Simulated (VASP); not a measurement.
# Pd (Fm-3m) in VASP: further runs

Pd is run at these levels: LDA; tasks: single point, relaxation of cell and atoms.

Everything below comes from runs of VASP 6.6.1. Logs are shortened: lines on timing, memory, paths and dates and some standing lists are left out, and cuts for length are marked.

## (1) The cell of the first run

It takes space group Fm-3m (No. 225, cubic). The conventional cell has a = 3.836 Å, b = 3.836 Å, c = 3.836 Å, α = 90.00°, β = 90.00°, γ = 90.00°. Within 3.6 Å of Pd (site symmetry m-3m) lie 12 Pd at 2.71 Å.

## (2) Single point, LDA

The input, INCAR:

```
SYSTEM = Pd
PREC     = Accurate       ! precision mode
ENCUT    = 520            ! plane-wave cutoff, eV
EDIFF    = 1E-7           ! SCF threshold, eV
ISMEAR   = 1              ! smearing method
SIGMA    = 0.1            ! smearing width, eV
LREAL    = .FALSE.        ! projectors in reciprocal space
LASPH    = .TRUE.         ! aspherical terms in the spheres
NELM     = 60             ! most SCF steps
ALGO     = Normal         ! electronic algorithm
ISIF     = 2              ! what is computed and relaxed
LWAVE    = .FALSE.        ! write WAVECAR
LCHARG   = .TRUE.         ! write CHGCAR
GGA      = CA             ! functional
LELF     = .TRUE.         ! ELF
LVHAR    = .TRUE.       
NBANDS   = 11             ! bands
```

The input, KPOINTS:

```
regular mesh
0
G
  9 9 9
  0 0 0
```

The input, POSCAR:

```
Pd
1.0
    0.0000000000      1.9182313702      1.9182313702
    1.9182313702      0.0000000000      1.9182313702
    1.9182313702      1.9182313702      0.0000000000
Pd
1
Direct
    0.0000000000      0.0000000000      0.0000000000
```

Potentials or basis: VASP PAW LDA potentials, release 64 (Pd).

Command:

```bash
$ cat potpaw_LDA.64/Pd/POTCAR > POTCAR
$ mpirun -np 1 vasp_std > vasp.out
```

OUTCAR:

```text
SYSTEM = Pd
   PREC = Accurate
   ENCUT = 520
   EDIFF = 1E-7
   ISMEAR = 1
   LREAL = .FALSE.
   LASPH = .TRUE.
   NELM = 60
   ISIF = 2
   GGA = CA

 ion  position               nearest neighbor table
   1  0.000  0.000  0.000-

  LATTYP: Found a face centered cubic cell.
 ALAT       =     3.8364627404

  Lattice vectors:

 A1 = (   0.0000000000,   1.9182313702,   1.9182313702)
 A2 = (   1.9182313702,   0.0000000000,   1.9182313702)
 A3 = (   1.9182313702,   1.9182313702,   0.0000000000)

Analysis of symmetry for initial positions (statically):
=====================================================================
 Subroutine PRICEL returns:
 Original cell was already a primitive cell.

 Routine SETGRP: Setting up the symmetry group for a
 face centered cubic supercell.

 Subroutine GETGRP returns: Found 48 space group operations
 (whereof 48 operations were pure point group operations)
 out of a pool of 48 trial point group operations.

The static configuration has the point symmetry O_h .

Analysis of symmetry for dynamics (positions and initial velocities):
=====================================================================
 Subroutine PRICEL returns:
 Original cell was already a primitive cell.

 Routine SETGRP: Setting up the symmetry group for a
 face centered cubic supercell.

 Subroutine GETGRP returns: Found 48 space group operations
 (whereof 48 operations were pure point group operations)
 out of a pool of 48 trial point group operations.

The dynamic configuration has the point symmetry O_h .

 Subroutine INISYM returns: Found 48 space group operations
 (whereof 48 operations are pure point group operations),
 and found     1 'primitive' translations

----------------------------------------------------------------------------------------

                                     Primitive cell

  volume of cell :      14.1167

  direct lattice vectors                    reciprocal lattice vectors
     0.000000000  1.918231370  1.918231370    -0.260656774  0.260656774  0.260656774
     1.918231370  0.000000000  1.918231370     0.260656774 -0.260656774  0.260656774
     1.918231370  1.918231370  0.000000000     0.260656774  0.260656774 -0.260656774

  length of vectors
     2.712788820  2.712788820  2.712788820     0.451470775  0.451470775  0.451470775

  position of ions in fractional coordinates (direct lattice)
     0.000000000  0.000000000  0.000000000

  ion indices of the primitive-cell ions
   primitive index   ion index
                 1           1

----------------------------------------------------------------------------------------

 KPOINTS: regular mesh

Automatic generation of k-mesh.
 Grid dimensions read from file:
 generate k-points for:    9    9    9

 Generating k-lattice:

  Cartesian coordinates                     Fractional coordinates (reciprocal lattice)
    -0.028961864  0.028961864  0.028961864     0.111111111  0.000000000  0.000000000
     0.028961864 -0.028961864  0.028961864     0.000000000  0.111111111  0.000000000
     0.028961864  0.028961864 -0.028961864     0.000000000  0.000000000  0.111111111

  Length of vectors
     0.050163419  0.050163419  0.050163419

  Shift w.r.t. Gamma in fractional coordinates (k-lattice)
     0.000000000  0.000000000  0.000000000

 Subroutine IBZKPT returns following result:
 ===========================================

 Found     35 irreducible k-points:

 Following reciprocal coordinates:
            Coordinates               Weight
  0.000000  0.000000  0.000000      1.000000
  0.111111  0.000000  0.000000      8.000000
  0.222222  0.000000  0.000000      8.000000
  0.333333  0.000000  0.000000      8.000000
  0.444444  0.000000  0.000000      8.000000
  0.111111  0.111111  0.000000      6.000000
[... 16 lines left out ...]
 -0.333333  0.333333  0.000000     12.000000
  0.444444  0.444444  0.000000      6.000000
 [... further k-points ...]
   k-points           NKPTS =     35   k-points in BZ     NKDIM =     35   number of bands    NBANDS=     11
   number of dos      NEDOS =    301   number of ions     NIONS =      1
   total plane-waves  NPLWV =   8000
   dimension x,y,z NGX =    20 NGY =   20 NGZ =   20
   dimension x,y,z NGXF=    40 NGYF=   40 NGZF=   40
   ions per type =               1
   NGX,Y,Z   is equivalent  to a cutoff of  12.26, 12.26, 12.26 a.u.
   NGXF,Y,Z  is equivalent  to a cutoff of  24.51, 24.51, 24.51 a.u.
 SYSTEM =  Pd
   PREC   = accura    normal or accurate (medium, high low for compatibility)
   ISTART =      0    job   : 0-new  1-cont  2-samecut
   ICHARG =      2    charge: 1-file 2-atom 10-const
   ISPIN  =      1    spin polarized calculation?
   LNONCOLLINEAR =      F non collinear calculations
   LSORBIT =      F    spin-orbit coupling
   LASPH  =      T    aspherical Exc in radial PAW
   ENCUT  =  520.0 eV  38.22 Ry    6.18 a.u.   5.04  5.04  5.04*2*pi/ulx,y,z
   NELM   =     60;   NELMIN=  2; NELMDL= -5     # of ELM steps
   EDIFF  = 0.1E-06   stopping-criterion for ELM
   LREAL  =      F    real-space projection
   EDIFFG = 0.1E-05   stopping-criterion for IOM
   NSW    =      0    number of steps for IOM
   IBRION =     -1    ionic relax: 0-MD 1-quasi-New 2-CG
   NFREE  =      0    steps in history (QN), initial steepest desc. (CG)
   ISIF   =      2    stress and relaxation
   ISYM   =      2    0-nonsym 1-usesym 2-fastsym
   POTIM  = 0.5000    time-step for ionic-motion
   TEBEG  =    0.0;   TEEND  =   0.0 temperature during run
   PSTRESS=    0.0 pullay stress
   NELECT =      10.0000    total number of electrons
   NUPDOWN=      -1.0000    fix difference up-down
   EMIN   =  10.00;   EMAX   =-10.00  energy-range for DOS
   EFERMI =   0.00;   METHOD = LEGACY
   ISMEAR =     1;   SIGMA  =   0.10  broadening in eV -4-tet -1-fermi 0-gaus
   EFERMI_NEDOS =   21; number of points for ismear=-14 and -15
   IALGO  =     38    algorithm
   IMIX   =      4    mixing-type and parameters
     AMIX     =   0.40;   BMIX     =  1.00
     AMIX_MAG =   1.60;   BMIX_MAG =  1.00
  volume/ion in A,a.u.               =      14.12        95.26
  Fermi-wavevector in a.u.,A,eV,Ry     =   1.459365  2.757799 28.976945  2.129745
  Thomas-Fermi vector in A             =   2.575940
   LORBIT       =      0    0 simple, 1 ext, 2 COOP (PROOUT), +10 PAW based schemes
   GGA     = CA    functional components
   LHFCALC =     F    Hartree Fock is set to
   AEXX    =    0.0000 exact exchange contribution
   IVDW    =     0    specifies the selected vdW correction
   LEPSILON=     F    determine dielectric tensor
   LRPA    =     F    only Hartree local field effects (RPA)
 non-spin polarized calculation
 Methfessel and Paxton  Order N= 1 SIGMA  =   0.10
  energy-cutoff  :      520.00
  volume of cell :       14.12
 maximum number of plane-waves:       387
   NGX =  9   NGY =  9   NGZ =  9

 number of electron      10.0000005 magnetization

 Free energy of the ion-electron system (eV)
  ---------------------------------------------------
  ext. energy  EPLUGINS =         0.00000000
  ---------------------------------------------------
  free energy    TOTEN  =        -6.50351231 eV

  energy without entropy =       -6.50469899  energy(sigma->0) =       -6.50390787

 E-fermi :  10.3186     XC(G=0): -13.7895

 val. band max:       10.3159951554   @ k =   0.4444   0.1111   0.0000
 cond. band min:      10.3583531504   @ k =  -0.4444   0.3333   0.0000
 fundamental gap:      0.0423579950
 Fermi energy:        10.3185889926

 k-point     1 :       0.0000    0.0000    0.0000
  band No.  band energies     occupation
      1       2.7805      2.00000
      2       7.2654      2.00000
      3       7.2654      2.00000
      4       7.2654      2.00000
      5       9.0352      2.00000
      6       9.0352      2.00000
      7      27.5025      0.00000
      8      32.4777      0.00000
      9      32.4777      0.00000
     10      32.4777      0.00000
     11      35.9150      0.00000

 k-point     2 :       0.1111    0.0000    0.0000
  band No.  band energies     occupation
      1       3.2351      2.00000
      2       7.1119      2.00000
      3       7.4181      2.00000
      4       7.4181      2.00000
      5       8.9691      2.00000
      6       8.9691      2.00000
      7      27.9706      0.00000
      8      30.1988      0.00000
      9      33.0373      0.00000
     10      33.0373      0.00000
     11      35.9457      0.00000

 k-point     3 :       0.2222    0.0000    0.0000
  band No.  band energies     occupation
      1       4.2907      2.00000
      2       7.0655      2.00000
      3       7.5987      2.00000
      4       7.5987      2.00000
      5       9.0718      2.00000
      6       9.0718      2.00000
      7      26.1796      0.00000
      8      28.7933      0.00000
      9      34.2901      0.00000
     10      34.2901      0.00000
     11      35.9299      0.00000

 k-point     4 :       0.3333    0.0000    0.0000
  band No.  band energies     occupation
      1       4.7625      2.00000
      2       7.4416      2.00000
      3       7.4416      2.00000
      4       8.4197      2.00000
      5       9.6759      2.00000
      6       9.6759      2.00000
      7      22.1279      0.00000
      8      27.8901      0.00000
      9      33.5667      0.00000
     10      33.5667      0.00000
     11      37.0763      0.00000
[... 239 lines left out ...]
 k-point    22 :      -0.4444    0.3333    0.0000
  band No.  band energies     occupation
      1       5.1687      2.00000
      2       5.7296      2.00000
      3       8.3534      2.00000
      4       9.2832      2.00000
      5      10.3584      0.38234
      6      16.0212      0.00000
      7      19.5572      0.00000
      8      22.6534      0.00000
      9      26.1986      0.00000
     10      31.3302      0.00000
     11      35.9148      0.00000

 k-point    23 :      -0.3333    0.3333    0.0000
  band No.  band energies     occupation
      1       5.6245      2.00000
      2       6.4319      2.00000
      3       7.4457      2.00000
      4       8.8676      2.00000
      5       9.8121      2.00000
      6      16.4797      0.00000
      7      19.5509      0.00000
      8      21.6855      0.00000
      9      28.3977      0.00000
     10      30.5290      0.00000
     11      35.9646      0.00000

 k-point    24 :       0.4444    0.4444    0.0000
  band No.  band energies     occupation
      1       4.6172      2.00000
      2       4.8910      2.00000
      3      10.2717      1.70520
      4      10.5091     -0.02144
      5      10.5091     -0.02144
      6      12.9137      0.00000
      7      22.4105      0.00000
      8      23.9919      0.00000
      9      23.9919      0.00000
     10      32.4521      0.00000
     11      32.5952      0.00000

 [... further k-points ...]

------------------------ aborting loop because EDIFF is reached ----------------------------------------

  FORCE on cell =-STRESS in cart. coord.  units (eV):
  Direction    XX          YY          ZZ          XY          YZ          ZX
  --------------------------------------------------------------------------------------
  -------------------------------------------------------------------------------------
  Total        0.0231275      0.0231275      0.0231275      0.0000000      0.0000000     -0.0000000
  in kB        2.6248618      2.6248618      2.6248618      0.0000000      0.0000000     -0.0000000
  external PRESSURE =       2.6248618 kB  Pullay stress =       0.0000000 kB

 VOLUME and BASIS-vectors are now :
 -----------------------------------------------------------------------------
  energy-cutoff  :      520.00
  volume of cell :       14.12
      direct lattice vectors                 reciprocal lattice vectors
     0.000000000  1.918231370  1.918231370    -0.260656774  0.260656774  0.260656774
     1.918231370  0.000000000  1.918231370     0.260656774 -0.260656774  0.260656774
     1.918231370  1.918231370  0.000000000     0.260656774  0.260656774 -0.260656774

 POSITION                                       TOTAL-FORCE (eV/Angst)
 -----------------------------------------------------------------------------------
      0.00000      0.00000      0.00000         0.000000     -0.000000      0.000000
 -----------------------------------------------------------------------------------
    total drift:                                0.000000      0.000000      0.000000

  FREE ENERGIE OF THE ION-ELECTRON SYSTEM (eV)
  ---------------------------------------------------
  free  energy   TOTEN  =        -6.5035123139 eV

  energy  without entropy=       -6.5046989866  energy(sigma->0) =       -6.50390787
```

It took 3.6 s on 1 thread of Intel Xeon 6975P-C (Granite Rapids), shared host; peak memory 0.11 GiB.

What came out:

```yaml
Free_energy: -6.5035 eV
Pressure: 0.3 GPa
Band_gap_on_the_k_mesh: zero (band 5 reaches 10.56 eV, above the bottom of band 6 at 8.97 eV)
```

[end of part 1 of 2]
